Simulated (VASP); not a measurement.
# W3O (P1) in VASP: further runs

W3O is run at these levels: LDA; tasks: single point.

All numbers are computed with VASP 6.6.1; they aren't measurements. Logs are shortened: lines on timing, memory, paths and dates and some standing lists are left out, and cuts for length are marked.

**1. The cell of the first run**

The typed cell holds 8 atoms: a = 4.980 Å, b = 4.980 Å, c = 4.980 Å, α = 90.00°, β = 90.00°, γ = 90.00°.

**2. Single point, LDA**

Contents of INCAR:

```
PREC = Accurate ; ENCUT = 520
EDIFF = 1E-6 ; ISMEAR = 0
SIGMA = 0.05 ; LREAL = False
LASPH = True ; NELM = 80
ALGO = Normal ; ISIF = 2
LWAVE = False ; LCHARG = False
NBANDS = 58
```

Contents of KPOINTS:

```
regular mesh
0
Gamma
  3 3 3
```

Contents of POSCAR:

```
W3O
1.0
    4.9801400000      0.0000000000      0.0000000000
    0.0000000000      4.9801400000      0.0000000000
    0.0000000000      0.0000000000      4.9801400000
W O
6 2
Direct
    0.4925200000      0.7497900000      0.9897600000
    0.0090700000      0.4894700000      0.7544400000
    0.2633000000      0.9928300000      0.5245600000
    0.4835900000      0.2309500000      0.0118900000
    0.9960600000      0.5091400000      0.2377200000
    0.7333500000      0.9841000000      0.5056400000
    0.4872200000      0.4908200000      0.5144700000
    0.9868400000      0.9998900000      0.9970600000
```

Potentials or basis: VASP PAW LDA potentials, release 64 (W_sv, O).

Run with:

```sh
> cat potpaw_LDA.64/W_sv/POTCAR potpaw_LDA.64/O/POTCAR > POTCAR
> mpirun -np 1 vasp_std > vasp.out
```

OUTCAR:

```text
PREC = Accurate
   ENCUT = 520
   EDIFF = 1E-6
   ISMEAR = 0
   LREAL = False
   LASPH = True
   NELM = 80
   ISIF = 2

 ion  position               nearest neighbor table
   1  0.493  0.750  0.990-   4 2.40   4 2.59   7 2.70   3 2.85   6 2.93   2 2.98   5 3.01   5 3.04
                             6 3.07   2 3.11   3 3.14
   2  0.009  0.489  0.754-   5 2.41   5 2.58   7 2.66   8 2.72   1 2.98   4 2.98   3 3.01   3 3.03
                             6 3.08   1 3.11   6 3.12   4 3.19
   3  0.263  0.993  0.525-   6 2.34   6 2.64   7 2.72   8 2.73   1 2.85   4 2.92   2 3.01   4 3.02
                             2 3.03   5 3.10   1 3.14   5 3.23
   4  0.484  0.231  0.012-   1 2.40   1 2.59   8 2.73   3 2.92   2 2.98   5 3.01   6 3.02   3 3.02
                             6 3.07   5 3.11   2 3.19
   5  0.996  0.509  0.238-   2 2.41   2 2.58   8 2.72   1 3.01   4 3.01   6 3.01   1 3.04   3 3.10
                             4 3.11   6 3.21   3 3.23
   6  0.733  0.984  0.506-   3 2.34   3 2.64   1 2.93   5 3.01   4 3.02   1 3.07   4 3.07   2 3.08
                             2 3.12   5 3.21
   7  0.487  0.491  0.514-   2 2.66   1 2.70   3 2.72
   8  0.987  1.000  0.997-   5 2.72   2 2.72   3 2.73   4 2.73

  LATTYP: Found a simple cubic cell.
 ALAT       =     4.9801400000

  Lattice vectors:

 A1 = (   4.9801400000,   0.0000000000,   0.0000000000)
 A2 = (   0.0000000000,   4.9801400000,   0.0000000000)
 A3 = (   0.0000000000,   0.0000000000,   4.9801400000)

Analysis of symmetry for initial positions (statically):
=====================================================================
 Subroutine PRICEL returns:
 Original cell was already a primitive cell.

 Routine SETGRP: Setting up the symmetry group for a
 simple cubic supercell.

 Subroutine GETGRP returns: Found  1 space group operations
 (whereof  1 operations were pure point group operations)
 out of a pool of 48 trial point group operations.

The static configuration has the point symmetry C_1 .

Analysis of symmetry for dynamics (positions and initial velocities):
=====================================================================
 Subroutine PRICEL returns:
 Original cell was already a primitive cell.

 Routine SETGRP: Setting up the symmetry group for a
 simple cubic supercell.

 Subroutine GETGRP returns: Found  1 space group operations
 (whereof  1 operations were pure point group operations)
 out of a pool of 48 trial point group operations.

The dynamic configuration has the point symmetry C_1 .

 Subroutine INISYM returns: Found  1 space group operations
 (whereof  1 operations are pure point group operations),
 and found     1 'primitive' translations

----------------------------------------------------------------------------------------

                                     Primitive cell

  volume of cell :     123.5164

  direct lattice vectors                    reciprocal lattice vectors
     4.980140000  0.000000000  0.000000000     0.200797568  0.000000000  0.000000000
     0.000000000  4.980140000  0.000000000     0.000000000  0.200797568  0.000000000
     0.000000000  0.000000000  4.980140000     0.000000000  0.000000000  0.200797568

  length of vectors
     4.980140000  4.980140000  4.980140000     0.200797568  0.200797568  0.200797568

  position of ions in fractional coordinates (direct lattice)
     0.492520000  0.749790000  0.989760000
     0.009070000  0.489470000  0.754440000
     0.263300000  0.992830000  0.524560000
     0.483590000  0.230950000  0.011890000
     0.996060000  0.509140000  0.237720000
     0.733350000  0.984100000  0.505640000
     0.487220000  0.490820000  0.514470000
     0.986840000  0.999890000  0.997060000

  ion indices of the primitive-cell ions
   primitive index   ion index
                 1           1
                 2           2
                 3           3
                 4           4
                 5           5
                 6           6
                 7           7
                 8           8

----------------------------------------------------------------------------------------

 KPOINTS: regular mesh

Automatic generation of k-mesh.
 Grid dimensions read from file:
 generate k-points for:    3    3    3

 Generating k-lattice:

  Cartesian coordinates                     Fractional coordinates (reciprocal lattice)
     0.066932523  0.000000000  0.000000000     0.333333333  0.000000000  0.000000000
     0.000000000  0.066932523  0.000000000     0.000000000  0.333333333  0.000000000
     0.000000000  0.000000000  0.066932523     0.000000000  0.000000000  0.333333333

  Length of vectors
     0.066932523  0.066932523  0.066932523

  Shift w.r.t. Gamma in fractional coordinates (k-lattice)
     0.000000000  0.000000000  0.000000000

 Subroutine IBZKPT returns following result:
 ===========================================

 Found     14 irreducible k-points:

 Following reciprocal coordinates:
            Coordinates               Weight
  0.000000  0.000000  0.000000      1.000000
  0.333333  0.000000  0.000000      2.000000
  0.000000  0.333333  0.000000      2.000000
  0.000000  0.000000  0.333333      2.000000
  0.333333  0.333333  0.000000      2.000000
  0.000000  0.333333  0.333333      2.000000
  0.333333  0.000000  0.333333      2.000000
 -0.333333  0.333333  0.000000      2.000000
 -0.333333  0.000000  0.333333      2.000000
  0.000000 -0.333333  0.333333      2.000000
  0.333333  0.333333  0.333333      2.000000
 -0.333333  0.333333  0.333333      2.000000
 -0.333333 -0.333333  0.333333      2.000000
  0.333333 -0.333333  0.333333      2.000000
   k-points           NKPTS =     14   k-points in BZ     NKDIM =     14   number of bands    NBANDS=     58
   number of dos      NEDOS =    301   number of ions     NIONS =      8
   total plane-waves  NPLWV =  64000
   dimension x,y,z NGX =    40 NGY =   40 NGZ =   40
   dimension x,y,z NGXF=    80 NGYF=   80 NGZF=   80
   ions per type =               6   2
   NGX,Y,Z   is equivalent  to a cutoff of  13.35, 13.35, 13.35 a.u.
   NGXF,Y,Z  is equivalent  to a cutoff of  26.71, 26.71, 26.71 a.u.
 SYSTEM =  unknown system
   PREC   = accura    normal or accurate (medium, high low for compatibility)
   ISTART =      0    job   : 0-new  1-cont  2-samecut
   ICHARG =      2    charge: 1-file 2-atom 10-const
   ISPIN  =      1    spin polarized calculation?
   LNONCOLLINEAR =      F non collinear calculations
   LSORBIT =      F    spin-orbit coupling
   LASPH  =      T    aspherical Exc in radial PAW
   ENCUT  =  520.0 eV  38.22 Ry    6.18 a.u.   9.26  9.26  9.26*2*pi/ulx,y,z
   NELM   =     80;   NELMIN=  2; NELMDL= -5     # of ELM steps
   EDIFF  = 0.1E-05   stopping-criterion for ELM
   LREAL  =      F    real-space projection
[... 7 lines left out ...]
   TEBEG  =    0.0;   TEEND  =   0.0 temperature during run
   PSTRESS=    0.0 pullay stress
   NELECT =      96.0000    total number of electrons
   NUPDOWN=      -1.0000    fix difference up-down
   EMIN   =  10.00;   EMAX   =-10.00  energy-range for DOS
   EFERMI =   0.00;   METHOD = LEGACY
   ISMEAR =     0;   SIGMA  =   0.05  broadening in eV -4-tet -1-fermi 0-gaus
   EFERMI_NEDOS =   21; number of points for ismear=-14 and -15
   IALGO  =     38    algorithm
   IMIX   =      4    mixing-type and parameters
     AMIX     =   0.40;   BMIX     =  1.00
     AMIX_MAG =   1.60;   BMIX_MAG =  1.00
  volume/ion in A,a.u.               =      15.44       104.19
  Fermi-wavevector in a.u.,A,eV,Ry     =   1.505187  2.844390 30.825180  2.265587
  Thomas-Fermi vector in A             =   2.616068
   LORBIT       =      0    0 simple, 1 ext, 2 COOP (PROOUT), +10 PAW based schemes
   GGA     = CA    functional components
   LHFCALC =     F    Hartree Fock is set to
   AEXX    =    0.0000 exact exchange contribution
   IVDW    =     0    specifies the selected vdW correction
   LEPSILON=     F    determine dielectric tensor
   LRPA    =     F    only Hartree local field effects (RPA)
 non-spin polarized calculation
 Gauss-broadening in eV      SIGMA  =   0.05
  energy-cutoff  :      520.00
  volume of cell :      123.52
 maximum number of plane-waves:      3346
 NGX is ok and might be reduce to    40
   NGX = 19   NGY = 19   NGZ = 19

 number of electron      95.9999999 magnetization

 Free energy of the ion-electron system (eV)
  ---------------------------------------------------
  ext. energy  EPLUGINS =         0.00000000
  ---------------------------------------------------
  free energy    TOTEN  =       -88.60716130 eV

  energy without entropy =      -88.59751114  energy(sigma->0) =      -88.60233622

 E-fermi :   8.8544     XC(G=0): -12.9840

 val. band max:        8.8541109748   @ k =   0.0000   0.0000   0.0000
 cond. band min:       8.8768141368   @ k =   0.3333   0.0000   0.0000
 fundamental gap:      0.0227031620
 Fermi energy:         8.8544009637

 k-point     1 :       0.0000    0.0000    0.0000
  band No.  band energies     occupation
      1     -65.0515      2.00000
      2     -64.9993      2.00000
      3     -64.9852      2.00000
      4     -64.8300      2.00000
      5     -64.7932      2.00000
      6     -64.7735      2.00000
[... 50 lines left out ...]
     57      11.9816      0.00000
     58      12.1475      0.00000

 k-point     2 :       0.3333    0.0000    0.0000
  band No.  band energies     occupation
      1     -65.0431      2.00000
      2     -64.9921      2.00000
      3     -64.9707      2.00000
      4     -64.8300      2.00000
      5     -64.8054      2.00000
      6     -64.7923      2.00000
[... 50 lines left out ...]
     57      11.3238      0.00000
     58      11.5289      0.00000

 k-point     3 :       0.0000    0.3333    0.0000
  band No.  band energies     occupation
      1     -65.0263      2.00000
      2     -64.9925      2.00000
      3     -64.9811      2.00000
      4     -64.8671      2.00000
      5     -64.7930      2.00000
      6     -64.7737      2.00000
[... 606 lines left out ...]
      3     -64.9526      2.00000
      4     -64.8677      2.00000
      5     -64.8328      2.00000
      6     -64.8050      2.00000
[... 50 lines left out ...]
     57      11.0601      0.00000
     58      11.2301      0.00000

 k-point    14 :       0.3333   -0.3333    0.3333
  band No.  band energies     occupation
      1     -65.0022      2.00000
      2     -64.9748      2.00000
      3     -64.9529      2.00000
      4     -64.8679      2.00000
      5     -64.8330      2.00000
      6     -64.8046      2.00000
[... 50 lines left out ...]
     57      10.9795      0.00000
     58      11.2103      0.00000

------------------------ aborting loop because EDIFF is reached ----------------------------------------

  FORCE on cell =-STRESS in cart. coord.  units (eV):
  Direction    XX          YY          ZZ          XY          YZ          ZX
  --------------------------------------------------------------------------------------
  -------------------------------------------------------------------------------------
  Total      -16.4296080    -14.8054555    -19.3357767     -0.8305134     -0.0316572      0.9280086
  in kB     -213.1145633   -192.0470769   -250.8115598    -10.7728982     -0.4106369     12.0375447
  external PRESSURE =    -218.6577333 kB  Pullay stress =       0.0000000 kB

 VOLUME and BASIS-vectors are now :
 -----------------------------------------------------------------------------
  energy-cutoff  :      520.00
  volume of cell :      123.52
      direct lattice vectors                 reciprocal lattice vectors
     4.980140000  0.000000000  0.000000000     0.200797568  0.000000000  0.000000000
     0.000000000  4.980140000  0.000000000     0.000000000  0.200797568  0.000000000
     0.000000000  0.000000000  4.980140000     0.000000000  0.000000000  0.200797568

 POSITION                                       TOTAL-FORCE (eV/Angst)
 -----------------------------------------------------------------------------------
      2.45282      3.73406      4.92914         0.205464     -1.624234      0.365188
      0.04517      2.43763      3.75722         0.099689     -0.028479     -1.001066
      1.31127      4.94443      2.61238        -2.638747      0.169220     -0.251784
      2.40835      1.15016      0.05921         0.267673      1.477600     -0.203870
      4.96052      2.53559      1.18388        -0.044692     -0.247030      0.925177
      3.65219      4.90096      2.51816         2.527001      0.204598      0.015548
      2.42642      2.44435      2.56213        -0.392858      0.047189      0.442212
      4.91460      4.97959      4.96550        -0.023530      0.001138     -0.291405
 -----------------------------------------------------------------------------------
    total drift:                               -0.000173      0.000213     -0.000075

  FREE ENERGIE OF THE ION-ELECTRON SYSTEM (eV)
  ---------------------------------------------------
  free  energy   TOTEN  =       -88.6071613014 eV

  energy  without entropy=      -88.5975111399  energy(sigma->0) =      -88.60233622
```

It took 2.9 min on 1 thread of Intel Xeon 8259CL, shared host; peak memory 0.23 GiB.

What came out:

| Property | Result |
| --- | --- |
| Free energy | -88.6072 eV |
| Pressure | -21.9 GPa |
| Largest force | 2.656 eV/Å |
| Band gap on the k mesh | zero (bands 48 and 49 overlap by 0.38 eV) |

Forces in eV/Å, atoms in the order of the input:
```
W    0.205 -1.624  0.365
W    0.100 -0.028 -1.001
W   -2.639  0.169 -0.252
W    0.268  1.478 -0.204
W   -0.045 -0.247  0.925
W    2.527  0.205  0.016
O   -0.393  0.047  0.442
O   -0.024  0.001 -0.291
```

Stress tensor (GPa, compression positive):
```
-21.31  -1.08   1.20
 -1.08 -19.20  -0.04
  1.20  -0.04 -25.08
```

Caveat: the k points lie up to 0.42 Å⁻¹ apart; spin-orbit coupling is left out, which moves the levels of the heavy elements; forces of over 1 eV/Å act on the atoms, so gaps and moduli don't describe the material at rest.

**3. Single point, LDA**

Contents of INCAR:

```
ALGO = Normal ; EDIFF = 1E-6
ENCUT = 520 ; GGA = CA
ISIF = 2 ; ISMEAR = 0
LASPH = True ; LCHARG = True
LELF = True ; LREAL = False
LVHAR = True ; LWAVE = False
NBANDS = 58 ; NELM = 100
PREC = Accurate ; SIGMA = 0.05
```

Contents of KPOINTS:

```
k-points
0
Gamma
  3 3 3
```

POSCAR is that of step 2.

Potentials or basis: VASP PAW LDA potentials, release 64 (W_sv, O).

Run with:

```sh
> cat potpaw_LDA.64/W_sv/POTCAR potpaw_LDA.64/O/POTCAR > POTCAR
> mpirun -np 1 vasp_std > vasp.out
```

It took 3 min on 1 thread of Intel Xeon 8259CL, shared host; peak memory 0.23 GiB.

The run converged. Its results:

| Property | Result |
| --- | --- |
| Free energy | -88.6072 eV |
| Pressure | -21.9 GPa |
| Largest force | 2.656 eV/Å |
| Band gap on the k mesh | zero (bands 48 and 49 overlap by 0.38 eV) |

Forces in eV/Å, atoms in the order of the input:
```
W    0.205 -1.624  0.365
W    0.100 -0.028 -1.001
W   -2.639  0.169 -0.252
W    0.268  1.478 -0.204
W   -0.045 -0.247  0.925
W    2.527  0.205  0.016
O   -0.393  0.047  0.442
O   -0.024  0.001 -0.291
```

Stress tensor (GPa, compression positive):
```
-21.31  -1.08   1.20
 -1.08 -19.20  -0.04
  1.20  -0.04 -25.08
```

Levels at points of the mesh, in eV from the Fermi level:
| k point | band 46 | band 47 | band 48 | band 49 | band 50 | band 51 |
| --- | --- | --- | --- | --- | --- | --- |
| (0.00, 0.00, 0.00) | -0.73 | 0.00 | 0.06 | 0.13 | 1.11 | 1.18 |

Caveat: the k points lie up to 0.42 Å⁻¹ apart; spin-orbit coupling is left out, which moves the levels of the heavy elements; forces of over 1 eV/Å act on the atoms, so gaps and moduli don't describe the material at rest.
